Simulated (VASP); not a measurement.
Input of a VASP 6.6.1 run:

POSCAR

```
Al2GaN3
1.0
    5.8521471261     -1.5969331266      0.0000822536
    5.8521471261      1.5969331266      0.0000822536
   -1.9332379816      0.0000000000      7.3103562190
Al Ga N
4 2 6
Direct
    0.9441689492      0.9441689492      0.3893500164
    0.8888008305      0.8888008305      0.7769692512
    0.2228071295      0.2228071295      0.4444927767
    0.5540781587      0.5540781587      0.1131342221
    0.2772685392      0.2772685392      0.0574536715
    0.6097572751      0.6097572751      0.7216766232
    0.1476731172      0.1476731172      0.1849919365
    0.4815503129      0.4815503129      0.8524964605
    0.8182652599      0.8182652599      0.5151268455
    0.7645503254      0.7645503254      0.9015408870
    0.0951159361      0.0951159361      0.5643531622
    0.4313291663      0.4313291663      0.2432151372
```

INCAR.step1

```
SYSTEM = Al2GaN3
PREC     = Accurate       ! precision mode
ENCUT    = 520            ! plane-wave cutoff, eV
ISMEAR   = 0              ! smearing method
SIGMA    = 0.02           ! smearing width, eV
LREAL    = .FALSE.        ! projectors in reciprocal space
LASPH    = .TRUE.         ! aspherical terms in the spheres
NELM     = 60             ! most SCF steps
NBANDS   = 46             ! bands
GGA      = PE             ! functional
ALGO     = Normal         ! electronic algorithm
EDIFF    = 1E-4           ! SCF threshold, eV
LWAVE    = .TRUE.         ! write WAVECAR
LCHARG   = .FALSE.        ! write CHGCAR
```

File INCAR.step2:

```
SYSTEM = Al2GaN3
PREC     = Accurate       ! precision mode
ENCUT    = 520            ! plane-wave cutoff, eV
EDIFF    = 1E-6           ! SCF threshold, eV
ISMEAR   = 0              ! smearing method
SIGMA    = 0.02           ! smearing width, eV
LREAL    = .FALSE.        ! projectors in reciprocal space
LASPH    = .TRUE.         ! aspherical terms in the spheres
NELM     = 60             ! most SCF steps
ALGO     = Normal         ! electronic algorithm
ISIF     = 2              ! what is computed and relaxed
LWAVE    = .FALSE.        ! write WAVECAR
LCHARG   = .TRUE.         ! write CHGCAR
METAGGA  = R2SCAN         ! meta-GGA
LMIXTAU  = .TRUE.       
LELF     = .TRUE.         ! ELF
LVHAR    = .TRUE.       
NBANDS   = 46             ! bands
ISTART   = 1
```

The input KPOINTS:

```
regular mesh
0
G
  8 8 4
  0 0 0
```

Potentials or basis: VASP PAW PBE potentials, release 64 (Al, Ga_d, N).

Run with:

```bash
$ cat potpaw_PBE.64/Al/POTCAR potpaw_PBE.64/Ga_d/POTCAR potpaw_PBE.64/N/POTCAR > POTCAR
$ cp INCAR.step1 INCAR
$ mpirun -np 1 vasp_std > vasp.out
$ cp INCAR.step2 INCAR
$ mpirun -np 1 vasp_std > vasp.out
```

(1) Predict the largest force.

(2) What does it give for the pressure?

(3) What does it give for the band gap on the k mesh?

## Answers

(1) 0.085 eV/Å.

(2) -10.8 GPa.

(3) 3.43 eV.

Caveat: the cell stands under tension; the PAW data sets were made with another functional, which shifts forces and pressure a little.
